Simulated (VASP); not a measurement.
# AlN (P3m1) in VASP: notebook

The runs below take AlN through single point, with PBE.

All numbers are computed with VASP 6.6.1; they aren't measurements. Logs are shortened: lines on timing, memory, paths and dates and some standing lists are left out, and cuts for length are marked.

**1. The cell of the first run**

It takes space group P3m1 (No. 156, trigonal). The conventional cell has a = 3.130 Å, b = 3.130 Å, c = 9.736 Å, α = 90.00°, β = 90.00°, γ = 120.00°. Within 2.5 Å of Al (site symmetry 3m) lie 4 N at 1.90 to 1.91 Å. Al (site symmetry 3m) has 4 N at 1.90 to 1.91 Å within 2.5 Å. Al (site symmetry 3m) has 4 N at 1.61 to 1.90 Å within 2.1 Å. Al (site symmetry 3m) has 4 N at 1.90 to 1.91 Å within 2.5 Å. N (site symmetry 3m) has 4 Al at 1.90 to 1.91 Å within 2.5 Å. N (site symmetry 3m) has 4 Al at 1.90 to 1.91 Å within 2.5 Å. N (site symmetry 3m) has 4 Al at 1.61 to 1.90 Å within 2.1 Å. Within 2.5 Å of N (site symmetry 3m) lie 4 Al at 1.90 to 1.91 Å.

**2. Single point, PBE**

INCAR reads:

```
PREC = Accurate
ENCUT = 520
EDIFF = 1E-6
ISMEAR = 0
SIGMA = 0.05
LREAL = F
LASPH = T
NELM = 60
ALGO = Normal
ISIF = 2
LWAVE = F
LCHARG = T
GGA = PE
LELF = T
LVHAR = T
NBANDS = 26
```

KPOINTS reads:

```
regular mesh
0
Gamma
  8 8 3
```

POSCAR reads:

```
AlN
1.0
   -3.1302395629      0.0000000000      0.0000000000
   -1.5651197814     -2.7108669814      0.0000000000
    0.0000000000      0.0000000000      9.7359593112
Al N
4 4
Direct
    0.3333333333      0.3333333333      0.6747853867
    0.3333333333      0.3333333333      0.1593785844
    0.6666666667      0.6666666667      0.9324887878
    0.6666666667      0.6666666667      0.4170819855
    0.3333333333      0.3333333333      0.8714350201
    0.3333333333      0.3333333333      0.3560282179
    0.6666666667      0.6666666667      0.0983248167
    0.6666666667      0.6666666667      0.6137316190
```

Potentials or basis: VASP PAW PBE potentials, release 64 (Al, N).

Run with:

```bash
$ cat potpaw_PBE.64/Al/POTCAR potpaw_PBE.64/N/POTCAR > POTCAR
$ mpirun -np 1 vasp_std > vasp.out
```

OUTCAR:

```text
PREC = Accurate
   ENCUT = 520
   EDIFF = 1E-6
   ISMEAR = 0
   LREAL = F
   LASPH = T
   NELM = 60
   ISIF = 2
   GGA = PE

 ion  position               nearest neighbor table
   1  0.333  0.333  0.675-   8 1.90   8 1.90   8 1.90   5 1.91   3 3.09   3 3.09   3 3.09   4 3.09
                             4 3.09   4 3.09
   2  0.333  0.333  0.159-   7 1.90   7 1.90   7 1.90   6 1.91   3 2.85   3 2.85   3 2.85   4 3.09
                             4 3.09   4 3.09
   3  0.667  0.667  0.932-   7 1.61   5 1.90   5 1.90   5 1.90   2 2.85   2 2.85   2 2.85   1 3.09
                             1 3.09   1 3.09
   4  0.667  0.667  0.417-   6 1.90   6 1.90   6 1.90   8 1.91   2 3.09   2 3.09   2 3.09   1 3.09
                             1 3.09   1 3.09
   5  0.333  0.333  0.871-   3 1.90   3 1.90   3 1.90   1 1.91
   6  0.333  0.333  0.356-   4 1.90   4 1.90   4 1.90   2 1.91
   7  0.667  0.667  0.098-   3 1.61   2 1.90   2 1.90   2 1.90
   8  0.667  0.667  0.614-   1 1.90   1 1.90   1 1.90   4 1.91

  LATTYP: Found a hexagonal cell.
 ALAT       =     3.1302395629
 C/A-ratio  =     3.1102920769

  Lattice vectors:

 A1 = (   1.5651197814,   2.7108669814,   0.0000000000)
 A2 = (  -3.1302395629,   0.0000000000,   0.0000000000)
 A3 = (   0.0000000000,   0.0000000000,   9.7359593112)

Analysis of symmetry for initial positions (statically):
=====================================================================
 Subroutine PRICEL returns:
 Original cell was already a primitive cell.

 Routine SETGRP: Setting up the symmetry group for a
 hexagonal supercell.

 Subroutine GETGRP returns: Found  6 space group operations
 (whereof  6 operations were pure point group operations)
 out of a pool of 24 trial point group operations.

The static configuration has the point symmetry C_3v.

Analysis of symmetry for dynamics (positions and initial velocities):
=====================================================================
 Subroutine PRICEL returns:
 Original cell was already a primitive cell.

 Routine SETGRP: Setting up the symmetry group for a
 hexagonal supercell.

 Subroutine GETGRP returns: Found  6 space group operations
 (whereof  6 operations were pure point group operations)
 out of a pool of 24 trial point group operations.

The dynamic configuration has the point symmetry C_3v.

 Subroutine INISYM returns: Found  6 space group operations
 (whereof  6 operations are pure point group operations),
 and found     1 'primitive' translations

----------------------------------------------------------------------------------------

                                     Primitive cell

  volume of cell :      82.6161

  direct lattice vectors                    reciprocal lattice vectors
    -3.130239563  0.000000000  0.000000000    -0.319464367  0.184442838  0.000000000
    -1.565119781 -2.710866981  0.000000000     0.000000000 -0.368885676  0.000000000
     0.000000000  0.000000000  9.735959311     0.000000000  0.000000000  0.102712015

  length of vectors
     3.130239563  3.130239563  9.735959311     0.368885676  0.368885676  0.102712015

  position of ions in fractional coordinates (direct lattice)
     0.333333333  0.333333333  0.674785387
     0.333333333  0.333333333  0.159378584
     0.666666667  0.666666667  0.932488788
     0.666666667  0.666666667  0.417081985
     0.333333333  0.333333333  0.871435020
     0.333333333  0.333333333  0.356028218
     0.666666667  0.666666667  0.098324817
     0.666666667  0.666666667  0.613731619

  ion indices of the primitive-cell ions
   primitive index   ion index
                 1           1
                 2           2
                 3           3
                 4           4
                 5           5
                 6           6
                 7           7
                 8           8

----------------------------------------------------------------------------------------

 KPOINTS: regular mesh

Automatic generation of k-mesh.
 Grid dimensions read from file:
 generate k-points for:    8    8    3

 Generating k-lattice:

  Cartesian coordinates                     Fractional coordinates (reciprocal lattice)
    -0.039933046  0.023055355  0.000000000     0.125000000  0.000000000  0.000000000
     0.000000000 -0.046110710  0.000000000     0.000000000  0.125000000  0.000000000
     0.000000000  0.000000000  0.034237338     0.000000000  0.000000000  0.333333333

  Length of vectors
     0.046110710  0.046110710  0.034237338

  Shift w.r.t. Gamma in fractional coordinates (k-lattice)
     0.000000000  0.000000000  0.000000000

 Subroutine IBZKPT returns following result:
 ===========================================

 Found     25 irreducible k-points:

 Following reciprocal coordinates:
            Coordinates               Weight
  0.000000  0.000000  0.000000      1.000000
  0.125000  0.000000  0.000000      6.000000
  0.250000  0.000000  0.000000      6.000000
  0.375000  0.000000  0.000000      6.000000
  0.500000  0.000000  0.000000      3.000000
  0.250000  0.125000  0.000000      6.000000
[... 16 lines left out ...]
  0.375000  0.500000  0.333333     12.000000
  0.500000  0.250000  0.333333     12.000000
   k-points           NKPTS =     25   k-points in BZ     NKDIM =     25   number of bands    NBANDS=     26
   number of dos      NEDOS =    301   number of ions     NIONS =      8
   total plane-waves  NPLWV =  41472
   dimension x,y,z NGX =    24 NGY =   24 NGZ =   72
   dimension x,y,z NGXF=    48 NGYF=   48 NGZF=  144
   ions per type =               4   4
   NGX,Y,Z   is equivalent  to a cutoff of  12.75, 12.75, 12.29 a.u.
   NGXF,Y,Z  is equivalent  to a cutoff of  25.49, 25.49, 24.59 a.u.
 SYSTEM =  unknown system
   PREC   = accura    normal or accurate (medium, high low for compatibility)
   ISTART =      0    job   : 0-new  1-cont  2-samecut
   ICHARG =      2    charge: 1-file 2-atom 10-const
   ISPIN  =      1    spin polarized calculation?
   LNONCOLLINEAR =      F non collinear calculations
   LSORBIT =      F    spin-orbit coupling
   LASPH  =      T    aspherical Exc in radial PAW
   ENCUT  =  520.0 eV  38.22 Ry    6.18 a.u.   5.82  5.82 18.10*2*pi/ulx,y,z
   NELM   =     60;   NELMIN=  2; NELMDL= -5     # of ELM steps
   EDIFF  = 0.1E-05   stopping-criterion for ELM
   LREAL  =      F    real-space projection
   EDIFFG = 0.1E-04   stopping-criterion for IOM
   NSW    =      0    number of steps for IOM
   IBRION =     -1    ionic relax: 0-MD 1-quasi-New 2-CG
   NFREE  =      0    steps in history (QN), initial steepest desc. (CG)
   ISIF   =      2    stress and relaxation
   ISYM   =      2    0-nonsym 1-usesym 2-fastsym
   POTIM  = 0.5000    time-step for ionic-motion
   TEBEG  =    0.0;   TEEND  =   0.0 temperature during run
   PSTRESS=    0.0 pullay stress
   NELECT =      32.0000    total number of electrons
   NUPDOWN=      -1.0000    fix difference up-down
   EMIN   =  10.00;   EMAX   =-10.00  energy-range for DOS
   EFERMI =   0.00;   METHOD = LEGACY
   ISMEAR =     0;   SIGMA  =   0.05  broadening in eV -4-tet -1-fermi 0-gaus
   EFERMI_NEDOS =   21; number of points for ismear=-14 and -15
   IALGO  =     38    algorithm
   IMIX   =      4    mixing-type and parameters
     AMIX     =   0.40;   BMIX     =  1.00
     AMIX_MAG =   1.60;   BMIX_MAG =  1.00
  volume/ion in A,a.u.               =      10.33        69.69
  Fermi-wavevector in a.u.,A,eV,Ry     =   1.193356  2.255116 19.376033  1.424098
  Thomas-Fermi vector in A             =   2.329372
   LORBIT       =      0    0 simple, 1 ext, 2 COOP (PROOUT), +10 PAW based schemes
   GGA     = PE    functional components
   LHFCALC =     F    Hartree Fock is set to
   AEXX    =    0.0000 exact exchange contribution
   IVDW    =     0    specifies the selected vdW correction
   LEPSILON=     F    determine dielectric tensor
   LRPA    =     F    only Hartree local field effects (RPA)
 non-spin polarized calculation
 Gauss-broadening in eV      SIGMA  =   0.05
  energy-cutoff  :      520.00
  volume of cell :       82.62
 maximum number of plane-waves:      2239
   NGX = 11   NGY = 11   NGZ = 37

 number of electron      31.9999996 magnetization

 Free energy of the ion-electron system (eV)
  ---------------------------------------------------
  ext. energy  EPLUGINS =         0.00000000
  ---------------------------------------------------
  free energy    TOTEN  =       -58.59115715 eV

  energy without entropy =      -58.59115715  energy(sigma->0) =      -58.59115715

 E-fermi :   6.5206     XC(G=0): -10.9493

 val. band max:        6.2616873305   @ k =   0.0000   0.0000   0.0000
 cond. band min:      10.4970183996   @ k =   0.0000   0.0000   0.0000
 fundamental gap:      4.2353310691
 Fermi energy:         6.5206336542

 k-point     1 :       0.0000    0.0000    0.0000
  band No.  band energies     occupation
      1      -9.3045      2.00000
      2      -8.2163      2.00000
      3      -7.7798      2.00000
      4      -6.5818      2.00000
      5       0.2637      2.00000
      6       2.8481      2.00000
[... 18 lines left out ...]
     25      17.4224      0.00000
     26      17.4992      0.00000

 k-point     2 :       0.1250    0.0000    0.0000
  band No.  band energies     occupation
      1      -9.1169      2.00000
      2      -8.0457      2.00000
      3      -7.6146      2.00000
      4      -6.4798      2.00000
      5       0.4904      2.00000
      6       2.7361      2.00000
[... 18 lines left out ...]
     25      17.3862      0.00000
     26      17.8372      0.00000

 k-point     3 :       0.2500    0.0000    0.0000
  band No.  band energies     occupation
      1      -8.6000      2.00000
      2      -7.5849      2.00000
      3      -7.1733      2.00000
      4      -6.2421      2.00000
      5       1.1235      2.00000
      6       1.8261      2.00000
[... 572 lines left out ...]
 k-point    23 :       0.3750    0.5000    0.3333
  band No.  band energies     occupation
      1      -7.5953      2.00000
      2      -6.7618      2.00000
      3      -6.3801      2.00000
      4      -6.0448      2.00000
      5       0.3790      2.00000
      6       0.9258      2.00000
[... 18 lines left out ...]
     25      16.8072      0.00000
     26      17.3341      0.00000

 k-point    24 :       0.5000    0.2500    0.3333
  band No.  band energies     occupation
      1      -7.6204      2.00000
      2      -6.7886      2.00000
      3      -6.3775      2.00000
      4      -6.0227      2.00000
      5       0.8347      2.00000
      6       1.3603      2.00000
[... 18 lines left out ...]
     25      17.0780      0.00000
     26      17.5168      0.00000

 [... further k-points ...]
[... 5 lines left out ...]
  --------------------------------------------------------------------------------------
  -------------------------------------------------------------------------------------
  Total        0.7114679      0.7114679     13.4795035     -0.0000000     -0.0000000      0.0000000
  in kB       13.7975305     13.7975305    261.4086442     -0.0000000     -0.0000000      0.0000000
  external PRESSURE =      96.3345684 kB  Pullay stress =       0.0000000 kB

 VOLUME and BASIS-vectors are now :
 -----------------------------------------------------------------------------
  energy-cutoff  :      520.00
  volume of cell :       82.62
      direct lattice vectors                 reciprocal lattice vectors
    -3.130239563  0.000000000  0.000000000    -0.319464367  0.184442838  0.000000000
    -1.565119781 -2.710866981  0.000000000     0.000000000 -0.368885676  0.000000000
     0.000000000  0.000000000  9.735959311     0.000000000  0.000000000  0.102712015

 POSITION                                       TOTAL-FORCE (eV/Angst)
 -----------------------------------------------------------------------------------
     -1.56512     -0.90362      6.56968         0.000000     -0.000000      0.287433
     -1.56512     -0.90362      1.55170         0.000000     -0.000000      0.636902
     -3.13024     -1.80724      9.07867         0.000000      0.000000     -7.861360
     -3.13024     -1.80724      4.06069         0.000000      0.000000      0.272195
     -1.56512     -0.90362      8.48426        -0.000000      0.000000     -0.525568
     -1.56512     -0.90362      3.46628         0.000000     -0.000000     -0.287195
     -3.13024     -1.80724      0.95729        -0.000000     -0.000000      7.747103
     -3.13024     -1.80724      5.97527        -0.000000      0.000000     -0.269510
 -----------------------------------------------------------------------------------
    total drift:                               -0.000000     -0.000000      0.002470

  FREE ENERGIE OF THE ION-ELECTRON SYSTEM (eV)
  ---------------------------------------------------
  free  energy   TOTEN  =       -58.5911571507 eV

  energy  without entropy=      -58.5911571507  energy(sigma->0) =      -58.59115715
```

Wall time 81 s (1 thread of AMD EPYC 7R13, shared host); peak memory 0.17 GiB.

What came out:

| Item | Value |
| --- | --- |
| Free energy | -58.5912 eV |
| Pressure | 9.6 GPa |
| Largest force | 7.861 eV/Å |
| Band gap on the k mesh | 4.24 eV, direct |

Forces on the atoms (eV/Å):
```
Al   0.000  0.000  0.287
Al   0.000  0.000  0.637
Al   0.000  0.000 -7.861
Al   0.000  0.000  0.272
N    0.000  0.000 -0.526
N    0.000  0.000 -0.287
N    0.000  0.000  7.747
N    0.000  0.000 -0.270
```

Levels at points of the mesh, in eV from the valence-band top:
```
           k point  band 13  band 14  band 15  band 16  band 17  band 18  band 19  band 20
(0.00, 0.00, 0.00)    -0.38     0.00     0.00     0.00     4.24     6.10     6.44     6.82
(0.50, 0.00, 0.00)    -1.37    -1.28    -1.09    -0.51     5.17     5.41     5.79     6.03
```

Caveat: forces of over 1 eV/Å act on the atoms, so gaps and moduli don't describe the material at rest.

(Continued in part 2 of 2.)
